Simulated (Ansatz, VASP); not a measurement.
**As in VASP and in Ansatz**

File INCAR:

```
  PREC = Accurate
  ENCUT = 600
  EDIFF = 1E-6
  ISMEAR = -1
  SIGMA = 0.05
  LREAL = False
  LASPH = True
  NELM = 120
  ALGO = Normal
  ISIF = 2
  LWAVE = False
  LCHARG = True
  GGA = CA
  LELF = True
  LVHAR = True
  NBANDS = 22
  GGA_COMPAT = False
```

The input KPOINTS:

```
regular mesh
0
Gamma
  9 9 9
```

File POSCAR:

```
As
1.0
    1.8553776084      1.0712027616      3.4665688483
   -1.8553776084      1.0712027616      3.4665688483
    0.0000000000     -2.1424055233      3.4665688483
As
2
Direct
    0.2260000000      0.2260000000      0.2260000000
    0.7740000000      0.7740000000      0.7740000000
```

input.yaml

```yaml
crystal:
  lattice:
    - [1.8553776084, 1.0712027616, 3.4665688483]
    - [-1.8553776084, 1.0712027616, 3.4665688483]
    - [0.0, -2.1424055233, 3.4665688483]
  atoms:
    - { symbol: As, position: [0.226, 0.226, 0.226] }
    - { symbol: As, position: [0.774, 0.774, 0.774] }
hamiltonian:
  xc: lda
  pseudopotentials: { kind: paw }
kpoints:
  mp_grid: { grid: [9, 9, 9] }
scf:
  occupations: { method: fermi_dirac, width: 0.05 }
output:
  forces: true
  stress: true
  eigenvalues: true
  write_density: true
  write_potential: true
  elf: true
  volumetric_format: npy
```

Alike in both runs: task single point; functional LDA; k mesh 9 × 9 × 9; occupations fermi-dirac, width 0.05 eV; no spin polarisation.

```csv
,VASP,Ansatz
version,VASP 6.6.1,Ansatz 0.2.0
potentials or method,"VASP PAW LDA potentials, release 64 (As_d)",Ansatz PAW
plane-wave cutoff (eV),600,420
valence electrons in the cell,30,30
```

|  | VASP | Ansatz | Ansatz less VASP |
| --- | --- | --- | --- |
| gap on the k mesh at the Fermi level (eV) | none | none | - |
| pressure (GPa) | 2.1 | 2.0 | -0.13 |
| traceless stress, the component that is largest in VASP (GPa) | -1.21 | -1.13 | +0.079 |
| rms of the force components (eV/Å) | 0.335 | 0.313 | -0.0221 |

LDA's correlation is that of Perdew and Zunger in VASP and of Perdew and Wang (1992) in Ansatz. Atom by atom the forces differ by 0.022 eV/Å (rms over components). A gap of «none» marks a metal or a gap that the smearing closes.
